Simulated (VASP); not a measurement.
# CoSi2 (R-3m) in VASP: a series of runs

CoSi2 is run at these levels: PBEsol; tasks: electric field gradients.

All numbers are computed with VASP 6.6.1; they aren't measurements. Logs are shortened: lines on timing, memory, paths and dates and some standing lists are left out, and cuts for length are marked.

**1. The cell of the first run**

It takes space group R-3m (No. 166, trigonal). Conventional cell: a = 3.851 Å, b = 3.851 Å, c = 9.014 Å, α = 90.00°, β = 90.00°, γ = 120.00°. Within 3.0 Å of Co (site symmetry -3m) lie 8 Si at 2.25 to 2.35 Å. Within 3.0 Å of Si (site symmetry 3m) lie 4 Co at 2.25 to 2.35 Å and 6 Si at 2.68 Å.

**2. Electric field gradients, PBEsol, collinear spin, ferromagnetic start (equal xy, yz and zx shear strains of -3 %)**

Input file INCAR:

```
SYSTEM = CoSi2
  ALGO = Normal
  EDIFF = 1E-8
  ENCUT = 520
  GGA = PS
  ISIF = 2
  ISMEAR = -1
  ISPIN = 2
  LASPH = .True.
  LCHARG = .False.
  LEFG = .True.
  LMAXMIX = 4
  LORBIT = 11
  LREAL = .False.
  LWAVE = .False.
  MAGMOM = 2 0 0
  NBANDS = 20
  NELM = 150
  PREC = Accurate
  SIGMA = 0.05
```

Input file KPOINTS:

```
k-points
0
Gamma
  11 11 11
  0 0 0
```

Input file POSCAR:

```
CoSi2
1.0
   -0.0804750000      2.6422625000      2.6422625000
    2.6422625000     -0.0804750000      2.6422625000
    2.6422625000      2.6422625000     -0.0804750000
Co Si
1 2
Direct
    0.0000000000      0.0000000000      0.0000000000
    0.2500000000      0.2500000000      0.2500000000
    0.7500000000      0.7500000000      0.7500000000
```

Potentials or basis: VASP PAW PBE potentials, release 64 (Co, Si).

Command:

```
$ cat potpaw_PBE.64/Co/POTCAR potpaw_PBE.64/Si/POTCAR > POTCAR
$ mpirun -np 1 vasp_std > vasp.out
```

OUTCAR:

```text
SYSTEM = CoSi2
   EDIFF = 1E-8
   ENCUT = 520
   GGA = PS
   ISIF = 2
   ISMEAR = -1
   ISPIN = 2
   LASPH = .True.
   LORBIT = 11
   LREAL = .False.
   NELM = 150
   PREC = Accurate

 ion  position               nearest neighbor table
   1  0.000  0.000  0.000-   2 2.25   3 2.25   3 2.35   3 2.35   3 2.35   2 2.35   2 2.35   2 2.35

   2  0.250  0.250  0.250-   1 2.25   1 2.35   1 2.35   1 2.35   3 2.68   3 2.68   3 2.68   3 2.68
                             3 2.68   3 2.68
   3  0.750  0.750  0.750-   1 2.25   1 2.35   1 2.35   1 2.35   2 2.68   2 2.68   2 2.68   2 2.68
                             2 2.68   2 2.68

  LATTYP: Found a trigonal (rhomboedric) cell.
 ALAT       =     3.7375899271
 COS(alpha) =     0.4693254694

  Lattice vectors:

 A1 = (  -0.0804750000,   2.6422625000,   2.6422625000)
 A2 = (   2.6422625000,  -0.0804750000,   2.6422625000)
 A3 = (   2.6422625000,   2.6422625000,  -0.0804750000)

Analysis of symmetry for initial positions (statically):
=====================================================================
 Subroutine PRICEL returns:
 Original cell was already a primitive cell.

 Routine SETGRP: Setting up the symmetry group for a
 trigonal (rhombohedral) supercell.

 Subroutine GETGRP returns: Found 12 space group operations
 (whereof 12 operations were pure point group operations)
 out of a pool of 12 trial point group operations.

The static configuration has the point symmetry D_3d.

Analysis of symmetry for dynamics (positions and initial velocities):
=====================================================================
 Subroutine PRICEL returns:
 Original cell was already a primitive cell.

 Routine SETGRP: Setting up the symmetry group for a
 trigonal (rhombohedral) supercell.

 Subroutine GETGRP returns: Found 12 space group operations
 (whereof 12 operations were pure point group operations)
 out of a pool of 12 trial point group operations.

The dynamic configuration has the point symmetry D_3d.

Analysis of structural, dynamic, and magnetic symmetry:
=====================================================================
 Subroutine PRICEL returns:
 Original cell was already a primitive cell.

 Routine SETGRP: Setting up the symmetry group for a
 trigonal (rhombohedral) supercell.

 Subroutine GETGRP returns: Found 12 space group operations
 (whereof 12 operations were pure point group operations)
 out of a pool of 12 trial point group operations.

The overall configuration has the point symmetry D_3d.

 Subroutine INISYM returns: Found 12 space group operations
 (whereof 12 operations are pure point group operations),
 and found     1 'primitive' translations

----------------------------------------------------------------------------------------

                                     Primitive cell

  volume of cell :      38.5792

  direct lattice vectors                    reciprocal lattice vectors
    -0.080475000  2.642262500  2.642262500    -0.180798935  0.186478483  0.186478483
     2.642262500 -0.080475000  2.642262500     0.186478483 -0.180798935  0.186478483
     2.642262500  2.642262500 -0.080475000     0.186478483  0.186478483 -0.180798935

  length of vectors
     3.737589927  3.737589927  3.737589927     0.319744749  0.319744749  0.319744749

  position of ions in fractional coordinates (direct lattice)
     0.000000000  0.000000000  0.000000000
     0.250000000  0.250000000  0.250000000
     0.750000000  0.750000000  0.750000000

  ion indices of the primitive-cell ions
   primitive index   ion index
                 1           1
                 2           2
                 3           3

----------------------------------------------------------------------------------------

 KPOINTS: k-points

Automatic generation of k-mesh.
 Grid dimensions read from file:
 generate k-points for:   11   11   11

 Generating k-lattice:

[... 66 lines left out ...]
   NFREE  =      0    steps in history (QN), initial steepest desc. (CG)
   ISIF   =      2    stress and relaxation
   ISYM   =      2    0-nonsym 1-usesym 2-fastsym
   POTIM  = 0.5000    time-step for ionic-motion
   TEBEG  =    0.0;   TEEND  =   0.0 temperature during run
   PSTRESS=    0.0 pullay stress
   NELECT =      17.0000    total number of electrons
   NUPDOWN=      -1.0000    fix difference up-down
   EMIN   =  10.00;   EMAX   =-10.00  energy-range for DOS
   EFERMI =   0.00;   METHOD = LEGACY
   ISMEAR =    -1;   SIGMA  =   0.05  broadening in eV -4-tet -1-fermi 0-gaus
   EFERMI_NEDOS =   21; number of points for ismear=-14 and -15
   IALGO  =     38    algorithm
   IMIX   =      4    mixing-type and parameters
     AMIX     =   0.40;   BMIX     =  1.00
     AMIX_MAG =   1.60;   BMIX_MAG =  1.00
  volume/ion in A,a.u.               =      12.86        86.78
  Fermi-wavevector in a.u.,A,eV,Ry     =   1.245777  2.354176 21.115685  1.551959
  Thomas-Fermi vector in A             =   2.379984
   LORBIT       =     11    0 simple, 1 ext, 2 COOP (PROOUT), +10 PAW based schemes
   GGA     = PS    functional components
   LHFCALC =     F    Hartree Fock is set to
   AEXX    =    0.0000 exact exchange contribution
   IVDW    =     0    specifies the selected vdW correction
   LEPSILON=     F    determine dielectric tensor
   LRPA    =     F    only Hartree local field effects (RPA)
 spin polarized calculation
  energy-cutoff  :      520.00
  volume of cell :       38.58
 maximum number of plane-waves:      1052
   NGX = 13   NGY = 13   NGZ = 13

 number of electron      16.9999994 magnetization       0.0000183

 number of electron      16.9999994 magnetization      -0.0000015

 Free energy of the ion-electron system (eV)
  ---------------------------------------------------
  ext. energy  EPLUGINS =         0.00000000
  ---------------------------------------------------
  free energy    TOTEN  =       -20.91832730 eV

  energy without entropy =      -20.90965708  energy(sigma->0) =      -20.91399219

 E-fermi :   9.9394     XC(G=0): -11.8358

 val. band max:        9.9290913821   @ k =   0.3636   0.0909  -0.0000
 cond. band min:       9.9458559760   @ k =   0.3636   0.1818  -0.0000
 fundamental gap:      0.0167645939
 Fermi energy:         9.9394318432

 spin component 1

 k-point     1 :       0.0000    0.0000    0.0000
  band No.  band energies     occupation
      1      -3.1460      1.00000
      2       5.8175      1.00000
      3       5.8175      1.00000
      4       5.9725      1.00000
      5       8.0483      1.00000
      6       8.0483      1.00000
[... 541 lines left out ...]
     19      23.9003      0.00000
     20      25.4916      0.00000

 [... further k-points ...]

 spin component 2

 k-point     1 :       0.0000    0.0000    0.0000
  band No.  band energies     occupation
      1      -3.1460      1.00000
      2       5.8175      1.00000
      3       5.8175      1.00000
      4       5.9725      1.00000
      5       8.0483      1.00000
      6       8.0483      1.00000
[... 541 lines left out ...]
     19      23.9003      0.00000
     20      25.4916      0.00000

 [... further k-points ...]
[... 5 lines left out ...]
  --------------------------------------------------------------------------------------
  -------------------------------------------------------------------------------------
  Total       -1.1465546     -1.1465546     -1.1465546      1.1571920      1.1571920      1.1571920
  in kB      -47.6159367    -47.6159367    -47.6159367     48.0577034     48.0577034     48.0577034
  external PRESSURE =     -47.6159367 kB  Pullay stress =       0.0000000 kB

 VOLUME and BASIS-vectors are now :
 -----------------------------------------------------------------------------
  energy-cutoff  :      520.00
  volume of cell :       38.58
      direct lattice vectors                 reciprocal lattice vectors
    -0.080475000  2.642262500  2.642262500    -0.180798935  0.186478483  0.186478483
     2.642262500 -0.080475000  2.642262500     0.186478483 -0.180798935  0.186478483
     2.642262500  2.642262500 -0.080475000     0.186478483  0.186478483 -0.180798935

 POSITION                                       TOTAL-FORCE (eV/Angst)
 -----------------------------------------------------------------------------------
      0.00000      0.00000      0.00000        -0.000000     -0.000000     -0.000000
      1.30101      1.30101      1.30101         0.280663      0.280663      0.280663
      3.90304      3.90304      3.90304        -0.280663     -0.280663     -0.280663
 -----------------------------------------------------------------------------------
    total drift:                               -0.000000     -0.000000      0.000000

  FREE ENERGIE OF THE ION-ELECTRON SYSTEM (eV)
  ---------------------------------------------------
  free  energy   TOTEN  =       -20.9183273015 eV

  energy  without entropy=      -20.9096570813  energy(sigma->0) =      -20.91399219

 Electric field gradients (V/A^2)
---------------------------------------------------------------------
 ion       V_xx      V_yy      V_zz      V_xy      V_xz      V_yz
---------------------------------------------------------------------
   1      -0.000    -0.000     0.000   -12.072   -12.072   -12.072
   2       0.000    -0.000     0.000    -4.622    -4.622    -4.622
   3      -0.000    -0.000     0.000    -4.622    -4.622    -4.622
---------------------------------------------------------------------

 Electric field gradients after diagonalization (V/A^2)
 (convention: |V_zz| > |V_xx| > |V_yy|)
----------------------------------------------------------------------
 ion       V_xx      V_yy      V_zz     asymmetry (V_yy - V_xx)/ V_zz
----------------------------------------------------------------------
   1      12.072    12.072   -24.143       0.000
   2       4.622     4.622    -9.243       0.000
   3       4.622     4.622    -9.243       0.000
----------------------------------------------------------------------

           NMR quadrupolar parameters

 Cq : quadrupolar parameter    Cq=e*Q*V_zz/h
 eta: asymmetry parameters     (V_yy - V_xx)/ V_zz
 Q  : nuclear electric quadrupole moment in mb (millibarn)
----------------------------------------------------------------------
 ion       Cq(MHz)       eta       Q (mb)
----------------------------------------------------------------------
   1      -0.058       0.000       1.000
   2      -0.022       0.000       1.000
   3      -0.022       0.000       1.000
----------------------------------------------------------------------

 total charge

# of ion       s       p       d       tot
------------------------------------------
    1        0.542   0.718   7.600   8.859
    2        0.718   0.868   0.000   1.586
    3        0.718   0.868   0.000   1.586
--------------------------------------------------
tot          1.978   2.453   7.600  12.031

 magnetization (x)

# of ion       s       p       d       tot
------------------------------------------
    1       -0.000  -0.000  -0.000  -0.000
    2       -0.000  -0.000   0.000  -0.000
    3       -0.000  -0.000   0.000  -0.000
--------------------------------------------------
tot         -0.000  -0.000  -0.000  -0.000
```

It took 8.2 min on 1 thread of Oxide Virtual Turin-like, shared host; peak memory 0.26 GiB.

What came out:

| Item | Value |
| --- | --- |
| Free energy | -20.9183 eV |
| Pressure | -4.8 GPa |
| Largest force | 0.486 eV/Å |
| Net moment | 0.00 μB per cell |
| Largest electric field gradient by atom | Co -24.1; Si -9.2 V/Å² |
| Valence electrons inside the program's atomic spheres | Co 8.86; Si 1.59 |

Forces on the atoms (eV/Å):
```
Co   0.000  0.000  0.000
Si   0.281  0.281  0.281
Si  -0.281 -0.281 -0.281
```

Stress tensor (GPa, compression positive):
```
-4.76  4.81  4.81
 4.81 -4.76  4.81
 4.81  4.81 -4.76
```

Electric field gradients, principal values (V/Å²):
| atom | least | middle | greatest (by size) |
| --- | --- | --- | --- |
| 1 Co | 12.072 | 12.072 | -24.143 |
| 2 Si | 4.622 | 4.622 | -9.243 |
| 3 Si | 4.622 | 4.622 | -9.243 |

Caveat: the cell differs from its parent crystal (equal xy, yz and zx shear strains of -3 %); the cell stands under tension; the moments typed at the start vanished in this run; without QUAD_EFG the Cq values of the log hold for a quadrupole moment of 1 mb, not for the nuclei; the PAW data sets were made with another functional, which shifts forces and pressure a little.

**3. Electric field gradients, PBEsol, collinear spin, ferromagnetic start (equal xy, yz and zx shear strains of -3 %)**

Input file INCAR:

```
PREC = Accurate ; ENCUT = 520
EDIFF = 1E-8 ; ISMEAR = -1
SIGMA = 0.05 ; LREAL = F
LASPH = T ; NELM = 150
ALGO = Normal ; ISIF = 2
LWAVE = F ; LCHARG = F
ISPIN = 2 ; MAGMOM = 2 0 0
LORBIT = 11 ; LMAXMIX = 4
GGA = PS ; LEFG = T
NBANDS = 20
```

Input file KPOINTS:

```
regular mesh
0
Gamma
  11 11 11
```

POSCAR is that of step 2.

Potentials or basis: VASP PAW PBE potentials, release 64 (Co, Si).

Command:

```
$ cat potpaw_PBE.64/Co/POTCAR potpaw_PBE.64/Si/POTCAR > POTCAR
$ mpirun -np 1 vasp_std > vasp.out
```

OUTCAR:

```text
PREC = Accurate
   ENCUT = 520
   EDIFF = 1E-8
   ISMEAR = -1
   LREAL = F
   LASPH = T
   NELM = 150
   ISIF = 2
   ISPIN = 2
   LORBIT = 11
   GGA = PS

 ion  position               nearest neighbor table
   1  0.000  0.000  0.000-   2 2.25   3 2.25   3 2.35   3 2.35   3 2.35   2 2.35   2 2.35   2 2.35

   2  0.250  0.250  0.250-   1 2.25   1 2.35   1 2.35   1 2.35   3 2.68   3 2.68   3 2.68   3 2.68
                             3 2.68   3 2.68
   3  0.750  0.750  0.750-   1 2.25   1 2.35   1 2.35   1 2.35   2 2.68   2 2.68   2 2.68   2 2.68
                             2 2.68   2 2.68

  LATTYP: Found a trigonal (rhomboedric) cell.
 ALAT       =     3.7375899271
 COS(alpha) =     0.4693254694

  Lattice vectors:

 A1 = (  -0.0804750000,   2.6422625000,   2.6422625000)
 A2 = (   2.6422625000,  -0.0804750000,   2.6422625000)
 A3 = (   2.6422625000,   2.6422625000,  -0.0804750000)

Analysis of symmetry for initial positions (statically):
=====================================================================
 Subroutine PRICEL returns:
 Original cell was already a primitive cell.
[... 1335 lines left out ...]
  free  energy   TOTEN  =       -20.9183273015 eV

  energy  without entropy=      -20.9096570813  energy(sigma->0) =      -20.91399219

 Electric field gradients (V/A^2)
---------------------------------------------------------------------
 ion       V_xx      V_yy      V_zz      V_xy      V_xz      V_yz
---------------------------------------------------------------------
   1      -0.000    -0.000     0.000   -12.072   -12.072   -12.072
   2       0.000    -0.000     0.000    -4.622    -4.622    -4.622
   3      -0.000    -0.000     0.000    -4.622    -4.622    -4.622
---------------------------------------------------------------------

 Electric field gradients after diagonalization (V/A^2)
 (convention: |V_zz| > |V_xx| > |V_yy|)
----------------------------------------------------------------------
 ion       V_xx      V_yy      V_zz     asymmetry (V_yy - V_xx)/ V_zz
----------------------------------------------------------------------
   1      12.072    12.072   -24.143       0.000
   2       4.622     4.622    -9.243       0.000
   3       4.622     4.622    -9.243       0.000
----------------------------------------------------------------------

           NMR quadrupolar parameters

 Cq : quadrupolar parameter    Cq=e*Q*V_zz/h
 eta: asymmetry parameters     (V_yy - V_xx)/ V_zz
 Q  : nuclear electric quadrupole moment in mb (millibarn)
----------------------------------------------------------------------
 ion       Cq(MHz)       eta       Q (mb)
----------------------------------------------------------------------
   1      -0.058       0.000       1.000
   2      -0.022       0.000       1.000
   3      -0.022       0.000       1.000
----------------------------------------------------------------------

 total charge

# of ion       s       p       d       tot
------------------------------------------
    1        0.542   0.718   7.600   8.859
    2        0.718   0.868   0.000   1.586
    3        0.718   0.868   0.000   1.586
--------------------------------------------------
tot          1.978   2.453   7.600  12.031

 magnetization (x)

# of ion       s       p       d       tot
------------------------------------------
    1       -0.000  -0.000  -0.000  -0.000
    2       -0.000  -0.000   0.000  -0.000
    3       -0.000  -0.000   0.000  -0.000
--------------------------------------------------
tot         -0.000  -0.000  -0.000  -0.000
```

stdout:

```text
POSCAR found type information on POSCAR CoSi
 POSCAR found :  2 types and       3 ions
 scaLAPACK will be used
 -----------------------------------------------------------------------------
|                                                                             |
|                                                                             |
|     You enforced a specific xc type in the INCAR file but a different       |
|     I HOPE YOU KNOW WHAT YOU ARE DOING!                                     |
|                                                                             |
 -----------------------------------------------------------------------------

 LDA part: xc-table for (Slater+PW92), standard interpolation
 POSCAR, INCAR and KPOINTS ok, starting setup
 FFT: planning ... GRIDC
 FFT: planning ... GRID_SOFT
 FFT: planning ... GRID
 WAVECAR not read
 entering main loop
ion   1

ion   2

ion   3
```

Wall time 5 min (1 thread of Oxide Virtual Turin-like, shared host); peak memory 0.26 GiB.

Results:

- Free energy: -20.9183 eV
- Pressure: -4.8 GPa
- Largest force: 0.486 eV/Å
- Net moment: 0.00 μB per cell
- Largest electric field gradient by atom: Co -24.1; Si -9.2 V/Å²
- Valence electrons inside the program's atomic spheres: Co 8.86; Si 1.59

Forces in eV/Å, atoms in the order of the input:
```
Co   0.000  0.000  0.000
Si   0.281  0.281  0.281
Si  -0.281 -0.281 -0.281
```

Electric field gradients, principal values (V/Å²):
| atom | least | middle | greatest (by size) |
| --- | --- | --- | --- |
| 1 Co | 12.072 | 12.072 | -24.143 |
| 2 Si | 4.622 | 4.622 | -9.243 |
| 3 Si | 4.622 | 4.622 | -9.243 |

Caveat: the cell differs from its parent crystal (equal xy, yz and zx shear strains of -3 %); the cell stands under tension; the moments typed at the start vanished in this run; without QUAD_EFG the Cq values of the log hold for a quadrupole moment of 1 mb, not for the nuclei; the PAW data sets were made with another functional, which shifts forces and pressure a little.
